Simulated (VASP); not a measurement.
CsRb3Tb, 5 atoms in the cell. Symmetry: R-3m, No. 166, trigonal system. Conventional cell: a = 10.594 Å, b = 10.594 Å, c = 15.821 Å, α = 90.00°, β = 90.00°, γ = 120.00°. Within 5.3 Å of Rb (site symmetry 2/m) lie 2 Tb at 4.04 Å and 4 Rb at 5.30 Å and 2 Cs at 5.30 Å. Tb (site symmetry -3m) has 6 Rb at 4.04 Å within 5.3 Å. 

* Program: VASP 6.6.1
* Task: single point
* Functional: PBE
* Potentials or basis: VASP PAW PBE potentials, release 64 (Cs_sv, Rb_sv, Tb_3), 4f in core
* Cutoff: 400 eV
* k mesh: 6 × 6 × 6
* Occupations: gaussian, width 0.1 eV
* Spin: no spin polarisation
* Dipole correction: no
* k mesh for the DOS: 9 × 9 × 9
* Occupations for the DOS: tetrahedron
* Further INCAR settings: ALGO = Normal; EDIFF = 1e-06; NBANDS = 30

Potentials or basis: VASP PAW PBE potentials, release 64 (Cs_sv, Rb_sv, Tb_3), 4f in core.

Command:

```console
$ cat potpaw_PBE.64/Cs_sv/POTCAR potpaw_PBE.64/Rb_sv/POTCAR potpaw_PBE.64/Tb_3/POTCAR > POTCAR
$ cp INCAR.step1 INCAR
$ cp KPOINTS.step1 KPOINTS
$ mpirun -np 1 vasp_std > vasp.out
$ cp INCAR.step2 INCAR
$ cp KPOINTS.step2 KPOINTS
$ mpirun -np 1 vasp_std > vasp.out
```

Hardware: 1 thread of AMD EPYC 9R45 96-Core Processor (Zen 5), with other jobs on the host.

Q: Estimate the wall time of this run.

A: Wall time 11 min on 1 thread of AMD EPYC 9R45 96-Core Processor (Zen 5) (shared host), peak memory 0.96 GiB. Counts: k points 85.
